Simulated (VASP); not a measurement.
# GaN in VASP: further runs

GaN is run at these levels: PBEsol; tasks: single point.

Everything below comes from runs of VASP 6.6.1. Logs are shortened: lines on timing, memory, paths and dates and some standing lists are left out, and cuts for length are marked.

## (1) The cell of the first run

The structure is cubic, space group F-43m (No. 216). The conventional cell has a = 4.521 Å, b = 4.521 Å, c = 4.521 Å, α = 90.00°, β = 90.00°, γ = 90.00°. Within 2.6 Å of Ga (site symmetry -43m) lie 4 N at 1.96 Å. Within 2.6 Å of N (site symmetry -43m) lie 4 Ga at 1.96 Å.

## (2) Single point, PBEsol, non-collinear spin, zero start, spin-orbit coupling

INCAR

```
PREC = Accurate ; ENCUT = 520
EDIFF = 1E-6 ; ISMEAR = 0
SIGMA = 0.01 ; LREAL = F
LASPH = T ; NELM = 150
ALGO = Normal ; ISIF = 2
LWAVE = F ; LCHARG = F
MAGMOM = 0 0 0 0 0 0 ; LORBIT = 11
LSORBIT = T ; GGA_COMPAT = F
LORBMOM = T ; GGA = PS
NBANDS = 30
```

KPOINTS

```
Automatic mesh
0
Gamma
  8 8 8
```

POSCAR

```
GaN
1.0
    0.0000000000      2.2603793335      2.2603793335
    2.2603793335      0.0000000000      2.2603793335
    2.2603793335      2.2603793335      0.0000000000
Ga N
1 1
Direct
    0.0000000000      0.0000000000      0.0000000000
    0.2500000000      0.2500000000      0.2500000000
```

Potentials or basis: VASP PAW PBE potentials, release 64 (Ga_d, N).

Launch:

```bash
$ cat potpaw_PBE.64/Ga_d/POTCAR potpaw_PBE.64/N/POTCAR > POTCAR
$ mpirun -np 1 vasp_ncl > vasp.out
```

OUTCAR:

```text
PREC = Accurate
   ENCUT = 520
   EDIFF = 1E-6
   ISMEAR = 0
   LREAL = F
   LASPH = T
   NELM = 150
   ISIF = 2
   LORBIT = 11
   LSORBIT = T
   GGA = PS

 ion  position               nearest neighbor table
   1  0.000  0.000  0.000-   2 1.96   2 1.96   2 1.96   2 1.96
   2  0.250  0.250  0.250-   1 1.96   1 1.96   1 1.96   1 1.96

  LATTYP: Found a face centered cubic cell.
 ALAT       =     4.5207586670

  Lattice vectors:

 A1 = (   0.0000000000,   2.2603793335,   2.2603793335)
 A2 = (   2.2603793335,   0.0000000000,   2.2603793335)
 A3 = (   2.2603793335,   2.2603793335,   0.0000000000)

Analysis of symmetry for initial positions (statically):
=====================================================================
 Subroutine PRICEL returns:
 Original cell was already a primitive cell.

 Routine SETGRP: Setting up the symmetry group for a
 face centered cubic supercell.

 Subroutine GETGRP returns: Found 24 space group operations
 (whereof 24 operations were pure point group operations)
 out of a pool of 48 trial point group operations.

The static configuration has the point symmetry T_d .

Analysis of symmetry for dynamics (positions and initial velocities):
=====================================================================
 Subroutine PRICEL returns:
 Original cell was already a primitive cell.

 Routine SETGRP: Setting up the symmetry group for a
 face centered cubic supercell.

 Subroutine GETGRP returns: Found 24 space group operations
 (whereof 24 operations were pure point group operations)
 out of a pool of 48 trial point group operations.

The dynamic configuration has the point symmetry T_d .

Analysis of structural, dynamic, and magnetic symmetry:
=====================================================================
 Subroutine PRICEL returns:
 Original cell was already a primitive cell.

 Routine SETGRP: Setting up the symmetry group for a
 face centered cubic supercell.

 Subroutine GETGRP returns: Found 24 space group operations
 (whereof 24 operations were pure point group operations)
 out of a pool of 48 trial point group operations.

The overall configuration has the point symmetry T_d .

 Subroutine INISYM returns: Found 24 space group operations
 (whereof 24 operations are pure point group operations),
 and found     1 'primitive' translations

----------------------------------------------------------------------------------------

                                     Primitive cell

  volume of cell :      23.0980

  direct lattice vectors                    reciprocal lattice vectors
     0.000000000  2.260379333  2.260379333    -0.221201810  0.221201810  0.221201810
     2.260379333  0.000000000  2.260379333     0.221201810 -0.221201810  0.221201810
     2.260379333  2.260379333  0.000000000     0.221201810  0.221201810 -0.221201810

  length of vectors
     3.196659110  3.196659110  3.196659110     0.383132774  0.383132774  0.383132774

  position of ions in fractional coordinates (direct lattice)
     0.000000000  0.000000000  0.000000000
     0.250000000  0.250000000  0.250000000

  ion indices of the primitive-cell ions
   primitive index   ion index
                 1           1
                 2           2

----------------------------------------------------------------------------------------

 KPOINTS: Automatic mesh

Automatic generation of k-mesh.
 Grid dimensions read from file:
 generate k-points for:    8    8    8

 Generating k-lattice:

  Cartesian coordinates                     Fractional coordinates (reciprocal lattice)
    -0.027650226  0.027650226  0.027650226     0.125000000  0.000000000  0.000000000
     0.027650226 -0.027650226  0.027650226     0.000000000  0.125000000  0.000000000
     0.027650226  0.027650226 -0.027650226     0.000000000  0.000000000  0.125000000

  Length of vectors
     0.047891597  0.047891597  0.047891597

  Shift w.r.t. Gamma in fractional coordinates (k-lattice)
     0.000000000  0.000000000  0.000000000

 Subroutine IBZKPT returns following result:
 ===========================================

 Found     43 irreducible k-points:

 Following reciprocal coordinates:
            Coordinates               Weight
  0.000000  0.000000  0.000000      1.000000
  0.125000  0.000000  0.000000      4.000000
 -0.125000  0.000000  0.000000      4.000000
  0.250000  0.000000  0.000000      4.000000
 -0.250000  0.000000  0.000000      4.000000
  0.375000  0.000000  0.000000      4.000000
[... 16 lines left out ...]
 -0.375000 -0.250000  0.000000     12.000000
[... 23 lines left out ...]
   NSW    =      0    number of steps for IOM
   IBRION =     -1    ionic relax: 0-MD 1-quasi-New 2-CG
   NFREE  =      0    steps in history (QN), initial steepest desc. (CG)
   ISIF   =      2    stress and relaxation
   ISYM   =      2    0-nonsym 1-usesym 2-fastsym
   POTIM  = 0.5000    time-step for ionic-motion
   TEBEG  =    0.0;   TEEND  =   0.0 temperature during run
   PSTRESS=    0.0 pullay stress
   NELECT =      18.0000    total number of electrons
   NUPDOWN=      -1.0000    fix difference up-down
   EMIN   =  10.00;   EMAX   =-10.00  energy-range for DOS
   EFERMI =   0.00;   METHOD = LEGACY
   ISMEAR =     0;   SIGMA  =   0.01  broadening in eV -4-tet -1-fermi 0-gaus
   EFERMI_NEDOS =   21; number of points for ismear=-14 and -15
   IALGO  =     38    algorithm
   IMIX   =      4    mixing-type and parameters
     AMIX     =   0.40;   BMIX     =  1.00
     AMIX_MAG =   1.60;   BMIX_MAG =  1.00
  volume/ion in A,a.u.               =      11.55        77.94
  Fermi-wavevector in a.u.,A,eV,Ry     =   1.506518  2.846906 30.879737  2.269597
  Thomas-Fermi vector in A             =   2.617225
   LORBIT       =     11    0 simple, 1 ext, 2 COOP (PROOUT), +10 PAW based schemes
   GGA     = PS    functional components
   LHFCALC =     F    Hartree Fock is set to
   AEXX    =    0.0000 exact exchange contribution
   IVDW    =     0    specifies the selected vdW correction
   LEPSILON=     F    determine dielectric tensor
   LRPA    =     F    only Hartree local field effects (RPA)
 Gauss-broadening in eV      SIGMA  =   0.01
  energy-cutoff  :      520.00
  volume of cell :       23.10
 maximum number of plane-waves:      1272
   NGX = 11   NGY = 11   NGZ = 11

 number of electron      17.9999997 magnetization       0.0000000      0.0000000      0.0000000

 number of electron      17.9999997 magnetization      -0.0000000     -0.0000000      0.0000000

 number of electron      17.9999997 magnetization       0.0000000     -0.0000000      0.0000000

 Free energy of the ion-electron system (eV)
  ---------------------------------------------------
  ext. energy  EPLUGINS =         0.00000000
  ---------------------------------------------------
  free energy    TOTEN  =       -13.12421657 eV

  energy without entropy =      -13.12421657  energy(sigma->0) =      -13.12421657

 E-fermi :   5.1490     XC(G=0): -11.8538

 val. band max:        5.0552553782   @ k =   0.0000   0.0000   0.0000
 cond. band min:       6.6750081490   @ k =   0.0000   0.0000   0.0000
 fundamental gap:      1.6197527707
 Fermi energy:         5.1489630460

 k-point     1 :       0.0000    0.0000    0.0000
  band No.  band energies     occupation
      1     -10.8028      1.00000
      2     -10.8028      1.00000
      3      -8.5285      1.00000
      4      -8.5285      1.00000
      5      -8.5285      1.00000
      6      -8.5285      1.00000
[... 781 lines left out ...]
     29      26.0044      0.00000
     30      26.0169      0.00000

 [... further k-points ...]

------------------------ aborting loop because EDIFF is reached ----------------------------------------

  FORCE on cell =-STRESS in cart. coord.  units (eV):
  Direction    XX          YY          ZZ          XY          YZ          ZX
  --------------------------------------------------------------------------------------
  -------------------------------------------------------------------------------------
  Total       -0.4602584     -0.4602584     -0.4602584     -0.0000000      0.0000000     -0.0000000
  in kB      -31.9255439    -31.9255439    -31.9255439     -0.0000000      0.0000000     -0.0000000
  external PRESSURE =     -31.9255439 kB  Pullay stress =       0.0000000 kB

 VOLUME and BASIS-vectors are now :
 -----------------------------------------------------------------------------
  energy-cutoff  :      520.00
  volume of cell :       23.10
      direct lattice vectors                 reciprocal lattice vectors
     0.000000000  2.260379333  2.260379333    -0.221201810  0.221201810  0.221201810
     2.260379333  0.000000000  2.260379333     0.221201810 -0.221201810  0.221201810
     2.260379333  2.260379333  0.000000000     0.221201810  0.221201810 -0.221201810

 POSITION                                       TOTAL-FORCE (eV/Angst)
 -----------------------------------------------------------------------------------
      0.00000      0.00000      0.00000         0.000000      0.000000      0.000000
      1.13019      1.13019      1.13019        -0.000000     -0.000000     -0.000000
 -----------------------------------------------------------------------------------
    total drift:                                0.000001      0.000001      0.000001

  FREE ENERGIE OF THE ION-ELECTRON SYSTEM (eV)
  ---------------------------------------------------
  free  energy   TOTEN  =       -13.1242165728 eV

  energy  without entropy=      -13.1242165728  energy(sigma->0) =      -13.12421657

 orbital moment (x)

 # of ion     p       d       tot
 ----------------------------------------
  1         0.000   0.000   0.000
  2        -0.000   0.000  -0.000
 ----------------------------------------
            0.000   0.000   0.000

 orbital moment (y)

 # of ion     p       d       tot
 ----------------------------------------
  1         0.000   0.000   0.000
  2        -0.000   0.000  -0.000
 ----------------------------------------
            0.000   0.000   0.000

 orbital moment (z)

 # of ion     p       d       tot
 ----------------------------------------
  1        -0.000   0.000   0.000
  2        -0.000   0.000  -0.000
 ----------------------------------------
           -0.000   0.000   0.000

 Spin-Orbit-Coupling matrix elements

 Ion:    1  E_soc:     -0.0108264
 l=   1
     0.0000000    -0.0009768    -0.0009768
    -0.0009768     0.0000000    -0.0009768
    -0.0009768    -0.0009768     0.0000000
 l=   2
     0.0000000    -0.0001723     0.0000000    -0.0001723    -0.0006553
    -0.0001723     0.0000000    -0.0004914    -0.0001723    -0.0001638
     0.0000000    -0.0004914     0.0000000    -0.0004914     0.0000000
    -0.0001723    -0.0001723    -0.0004914     0.0000000    -0.0001638
    -0.0006553    -0.0001638     0.0000000    -0.0001638     0.0000000
 l=   3
     0.0000000     0.0000000     0.0000000     0.0000000     0.0000000     0.0000000     0.0000000
     0.0000000     0.0000000     0.0000000     0.0000000     0.0000000     0.0000000     0.0000000
     0.0000000     0.0000000     0.0000000     0.0000000     0.0000000     0.0000000     0.0000000
     0.0000000     0.0000000     0.0000000     0.0000000     0.0000000     0.0000000     0.0000000
     0.0000000     0.0000000     0.0000000     0.0000000     0.0000000     0.0000000     0.0000000
     0.0000000     0.0000000     0.0000000     0.0000000     0.0000000     0.0000000     0.0000000
     0.0000000     0.0000000     0.0000000     0.0000000     0.0000000     0.0000000     0.0000000

 Ion:    2  E_soc:     -0.0000956
 l=   1
     0.0000000    -0.0000159    -0.0000159
    -0.0000159     0.0000000    -0.0000159
    -0.0000159    -0.0000159     0.0000000
 l=   2
     0.0000000     0.0000000     0.0000000     0.0000000     0.0000000
     0.0000000     0.0000000     0.0000000     0.0000000     0.0000000
     0.0000000     0.0000000     0.0000000     0.0000000     0.0000000
     0.0000000     0.0000000     0.0000000     0.0000000     0.0000000
     0.0000000     0.0000000     0.0000000     0.0000000     0.0000000
 l=   3
     0.0000000     0.0000000     0.0000000     0.0000000     0.0000000     0.0000000     0.0000000
     0.0000000     0.0000000     0.0000000     0.0000000     0.0000000     0.0000000     0.0000000
     0.0000000     0.0000000     0.0000000     0.0000000     0.0000000     0.0000000     0.0000000
     0.0000000     0.0000000     0.0000000     0.0000000     0.0000000     0.0000000     0.0000000
     0.0000000     0.0000000     0.0000000     0.0000000     0.0000000     0.0000000     0.0000000
     0.0000000     0.0000000     0.0000000     0.0000000     0.0000000     0.0000000     0.0000000
     0.0000000     0.0000000     0.0000000     0.0000000     0.0000000     0.0000000     0.0000000

 total charge

# of ion       s       p       d       tot
------------------------------------------
    1        0.790   0.893  10.173  11.857
    2        1.218   2.495   0.000   3.713
--------------------------------------------------
tot          2.008   3.388  10.173  15.569

 magnetization (x)

# of ion       s       p       d       tot
------------------------------------------
    1       -0.000   0.000   0.000   0.000
    2        0.000  -0.000   0.000  -0.000
--------------------------------------------------
tot          0.000  -0.000   0.000  -0.000

 magnetization (y)

# of ion       s       p       d       tot
------------------------------------------
    1        0.000  -0.000   0.000  -0.000
    2        0.000   0.000   0.000   0.000
--------------------------------------------------
tot          0.000   0.000   0.000   0.000

 magnetization (z)

# of ion       s       p       d       tot
------------------------------------------
    1        0.000   0.000  -0.000   0.000
    2        0.000  -0.000   0.000  -0.000
--------------------------------------------------
tot          0.000  -0.000  -0.000  -0.000
```

It took 22 s on 1 thread of Intel Xeon 6975P-C (Granite Rapids), shared host; peak memory 0.21 GiB.

Results:

```
Free energy                                           : -13.1242 eV
Pressure                                              : -3.2 GPa
Net moment                                            : 0.00 μB per cell
Valence electrons inside the program's atomic spheres : Ga 11.86; N 3.71
```

Moments on the atoms (μB; x, y, z):
```
Ga  0.00 0.00 0.00
N   0.00 0.00 0.00
```

Caveat: the cell stands under tension; the PAW data sets were made with another functional, which shifts forces and pressure a little.

## (3) Single point, PBEsol, non-collinear spin, zero start, spin-orbit coupling (z stretched by -0.5 %, x and y held)

INCAR

```
SYSTEM = GaN
ALGO = Normal
EDIFF = 1E-7
ENCUT = 520
GGA = PS
GGA_COMPAT = .False.
ISIF = 2
ISMEAR = 0
LASPH = .True.
LCHARG = .False.
LORBIT = 11
LORBMOM = .True.
LREAL = .False.
LSORBIT = .True.
LWAVE = .False.
MAGMOM = 0 0 0 0 0 0
NBANDS = 30
NELM = 150
PREC = Accurate
SIGMA = 0.01
```

KPOINTS

```
k-points
0
Gamma
  8 8 8
  0 0 0
```

POSCAR

```
GaN
1.0
    0.0000000000      2.2491336651      2.2378879968
    2.2491336651      0.0000000000      2.2378879968
    2.2491336651      2.2491336651      0.0000000000
Ga N
1 1
Direct
    0.0000000000      0.0000000000      0.0000000000
    0.2500000000      0.2500000000      0.2500000000
```

Potentials or basis: VASP PAW PBE potentials, release 64 (Ga_d, N).

Launch:

```bash
$ cat potpaw_PBE.64/Ga_d/POTCAR potpaw_PBE.64/N/POTCAR > POTCAR
$ mpirun -np 1 vasp_ncl > vasp.out
```

Wall time 47 s (1 thread of Intel Xeon 6975P-C (Granite Rapids), shared host); peak memory 0.25 GiB.

Results (log left out):

```yaml
Free_energy: -13.1272 eV
Pressure: 0.7 GPa
Net_moment: 0.00 μB per cell
Valence_electrons_inside_the_program's_atomic_spheres: Ga 11.90; N 3.73
```

Stress tensor (GPa, compression positive):
```
0.48 0.00 0.00
0.00 0.48 0.00
0.00 0.00 1.09
```

Moments on the atoms (μB; x, y, z):
```
Ga  0.00 0.00 0.00
N   0.00 0.00 0.00
```

Caveat: the cell differs from its parent crystal (z stretched by -0.5 %, x and y held); the PAW data sets were made with another functional, which shifts forces and pressure a little.

## (4) Single point, PBEsol, non-collinear spin, zero start, spin-orbit coupling (z stretched by +0.5 %, x and y held)

INCAR

```
SYSTEM = GaN
PREC = Accurate ; ENCUT = 520
EDIFF = 1E-7 ; ISMEAR = 0
SIGMA = 0.01 ; LREAL = .FALSE.
LASPH = .TRUE. ; NELM = 150
ALGO = Normal ; ISIF = 2
LWAVE = .FALSE. ; LCHARG = .FALSE.
MAGMOM = 0 0 0 0 0 0 ; LORBIT = 11
LSORBIT = .TRUE. ; GGA_COMPAT = .FALSE.
LORBMOM = .TRUE. ; GGA = PS
NBANDS = 30
```

KPOINTS

```
Automatic mesh
0
G
  8 8 8
  0 0 0
```

POSCAR

```
GaN
1.0
    0.0000000000      2.2491336651      2.2603793335
    2.2491336651      0.0000000000      2.2603793335
    2.2491336651      2.2491336651      0.0000000000
Ga N
1 1
Direct
    0.0000000000      0.0000000000      0.0000000000
    0.2500000000      0.2500000000      0.2500000000
```

Launch:

```bash
$ cat potpaw_PBE.64/Ga_d/POTCAR potpaw_PBE.64/N/POTCAR > POTCAR
$ mpirun -np 1 vasp_ncl > vasp.out
```

It took 49 s on 1 thread of Intel Xeon 6975P-C (Granite Rapids), shared host; peak memory 0.25 GiB.

It converged, with:

| Quantity | Value |
| --- | --- |
| Free energy | -13.1269 eV |
| Pressure | -1.2 GPa |
| Net moment | 0.00 μB per cell |
| Valence electrons inside the program's atomic spheres | Ga 11.88; N 3.72 |

Stress tensor (GPa, compression positive):
```
-0.99  0.00  0.00
 0.00 -0.99  0.00
 0.00  0.00 -1.62
```

Moments on the atoms (μB; x, y, z):
```
Ga  0.00 0.00 0.00
N   0.00 0.00 0.00
```

Caveat: the cell differs from its parent crystal (z stretched by +0.5 %, x and y held); the PAW data sets were made with another functional, which shifts forces and pressure a little.

## (5) Single point, PBEsol, non-collinear spin, zero start, spin-orbit coupling (equal xy, yz and zx engineering shears of -0.5 %)

INCAR

```
SYSTEM = GaN
PREC = Accurate
ENCUT = 520
EDIFF = 1E-6
ISMEAR = 0
SIGMA = 0.01
LREAL = .False.
LASPH = .True.
NELM = 150
ALGO = Normal
ISIF = 2
LWAVE = .False.
LCHARG = .True.
MAGMOM = 0 0 0 0 0 0
LORBIT = 11
LSORBIT = .True.
GGA_COMPAT = .False.
LORBMOM = .True.
GGA = PS
LVHAR = .True.
NBANDS = 30
```

KPOINTS

```
Automatic mesh
0
Gamma
  8 8 8
  0 0 0
```

POSCAR

```
GaN
1.0
   -0.0112456683      2.2435108310      2.2435108310
    2.2435108310     -0.0112456683      2.2435108310
    2.2435108310      2.2435108310     -0.0112456683
Ga N
1 1
Direct
   -0.0003792026     -0.0003792026     -0.0003792026
    0.2503792026      0.2503792026      0.2503792026
```

Launch:

```bash
$ cat potpaw_PBE.64/Ga_d/POTCAR potpaw_PBE.64/N/POTCAR > POTCAR
$ mpirun -np 1 vasp_ncl > vasp.out
```

It took 64 s on 1 thread of Intel Xeon 6975P-C (Granite Rapids), shared host; peak memory 0.27 GiB.

The run converged. Its results:

```yaml
Free_energy: -13.1267 eV
Pressure: -0.3 GPa
Net_moment: 0.00 μB per cell
Valence_electrons_inside_the_program's_atomic_spheres: Ga 11.89; N 3.73
```

Stress tensor (GPa, compression positive):
```
-0.25  0.76  0.76
 0.76 -0.25  0.76
 0.76  0.76 -0.25
```

Moments on the atoms (μB; x, y, z):
```
Ga  0.00 0.00 0.00
N   0.00 0.00 0.00
```

Caveat: the cell differs from its parent crystal (equal xy, yz and zx engineering shears of -0.5 %); the PAW data sets were made with another functional, which shifts forces and pressure a little.

(Part 1 of 2 ends here.)
